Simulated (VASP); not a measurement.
Here is a VASP 6.6.1 calculation.

File INCAR:

```
PREC     = Accurate       # precision mode
ENCUT    = 520            # plane-wave cutoff, eV
EDIFF    = 1E-6           # SCF threshold, eV
ISMEAR   = 0              # smearing method
SIGMA    = 0.2            # smearing width, eV
LREAL    = F              # projectors in reciprocal space
LASPH    = T              # aspherical terms in the spheres
NELM     = 100            # most SCF steps
ALGO     = Normal         # electronic algorithm
ISIF     = 2              # what is computed and relaxed
LWAVE    = F              # write WAVECAR
LCHARG   = F              # write CHGCAR
GGA      = PE             # functional
NBANDS   = 36             # bands
```

KPOINTS

```
Automatic mesh
0
Gamma
  6 6 4
```

Contents of POSCAR:

```
Ge
1.0
    2.6911390720     -2.6795087282      0.0830304051
    2.7760842997      2.7671391494     -0.1557816768
   -0.0728057870     -0.2361120509      5.3962917226
Ge
4
Direct
    0.7501775230      0.2489381529     -0.0001850800
    0.7498428116      0.2510497005      0.5000851707
    0.2501686403      0.7489217981     -0.0000771496
    0.2498110251      0.7510903484      0.5001770589
```

Potentials or basis: VASP PAW PBE potentials, release 64 (Ge_d).

Run with:

```sh
$ cat potpaw_PBE.64/Ge_d/POTCAR > POTCAR
$ mpirun -np 1 vasp_std > vasp.out
```

Question: Predict the pressure.

Answer: 0.1 GPa.

Question: Predict the band gap on the k mesh.

Answer: Zero (bands 28 and 29 overlap by 3.45 eV).

Forces in eV/Å, atoms in the order of the input:
```
Ge   0.000  0.000  0.003
Ge  -0.001  0.000 -0.002
Ge   0.001  0.000  0.002
Ge  -0.001 -0.001 -0.002
```
